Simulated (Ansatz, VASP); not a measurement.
# PtSe2 in VASP and in Ansatz

POSCAR

```
PtSe2
1.0
    5.7132402929      0.0000000000      0.0000000000
    0.0000000000      5.7132402929      0.0000000000
    0.0000000000      0.0000000000      3.9759452823
Pt Se
2 4
Direct
    0.0000000000      0.0000000000      0.0000000000
    0.5000000000      0.5000000000      0.5000000000
    0.3090590706      0.3090590706      0.0000000000
    0.1909409294      0.8090590706      0.5000000000
    0.8090590706      0.1909409294      0.5000000000
    0.6909409294      0.6909409294      0.0000000000
```

The input INCAR.step1:

```
ALGO = Normal
EDIFF = 1E-4
ENCUT = 520
GGA = PE
ISMEAR = -1
LASPH = True
LCHARG = False
LREAL = False
LWAVE = True
NBANDS = 31
NELM = 80
PREC = Accurate
SIGMA = 0.03
```

INCAR.step2

```
ALGO = Normal
BPARAM = 11.95
CPARAM = 0.0093
EDIFF = 1E-6
ENCUT = 520
ISIF = 2
ISMEAR = -1
ISTART = 1
IVDW_NL = 2
LASPH = True
LCHARG = False
LMIXTAU = True
LREAL = False
LUSE_VDW = True
LWAVE = False
METAGGA = R2SCAN
NBANDS = 31
NELM = 80
PREC = Accurate
SIGMA = 0.03
```

File KPOINTS:

```
k-points
0
Gamma
  6 6 8
```

Input for Ansatz:

```yaml
crystal:
  lattice:
    - [5.7132402929, 0.0, 0.0]
    - [0.0, 5.7132402929, 0.0]
    - [0.0, 0.0, 3.9759452823]
  atoms:
    - { symbol: Pt, position: [0.0, 0.0, 0.0] }
    - { symbol: Pt, position: [0.5, 0.5, 0.5] }
    - { symbol: Se, position: [0.3090590706, 0.3090590706, 0.0] }
    - { symbol: Se, position: [0.1909409294, 0.8090590706, 0.5] }
    - { symbol: Se, position: [0.8090590706, 0.1909409294, 0.5] }
    - { symbol: Se, position: [0.6909409294, 0.6909409294, 0.0] }
kpoints:
  mp_grid: { grid: [6, 6, 8] }
  band_path:
    path:
      - [0.0, 0.0, 0.0]
      - [0.0, 0.5, 0.0]
      - [0.5, 0.5, 0.0]
      - [0.0, 0.0, 0.5]
      - [0.0, 0.5, 0.5]
      - [0.5, 0.5, 0.5]
    npoints: 1
hamiltonian:
  xc: r2scan
  dispersion: rvv10
scf:
  occupations: { method: fermi_dirac, width: 0.03 }
  n_extra_bands: 5
output:
  forces: true
  stress: true
  eigenvalues: true
  write_density: true
  write_potential: true
  elf: true
  volumetric_format: npy
```

Alike in both runs: task single point; functional r2SCAN; dispersion rVV10; k mesh 6 × 6 × 8; occupations fermi-dirac, width 0.03 eV; no spin polarisation.

|  | VASP | Ansatz |
| --- | --- | --- |
| version | VASP 6.6.1 | Ansatz 0.2.0 |
| potentials or method | VASP PAW PBE potentials, release 64 (Pt, Se) | plane waves, PAW |
| plane-wave cutoff (eV) | 520 | 500 |
| valence electrons in the cell | 44 | 100 |

|  | VASP | Ansatz | Ansatz less VASP |
| --- | --- | --- | --- |
| pressure (GPa) | 0.2 | -0.2 | -0.40 |
| traceless stress, the component that is largest in VASP (GPa) | 0.18 | 0.13 | -0.053 |
| rms of the force components (eV/Å) | 0.014 | 0.016 | +0.0015 |

VASP's potentials were made for PBE, not for r2SCAN. Atom by atom the forces differ by 0.002 eV/Å (rms over components). VASP's potentials hold 44 valence electrons a cell and Ansatz's 100, so a difference there can come from the potentials and not from the codes.

Neither program's run includes spin-orbit coupling.
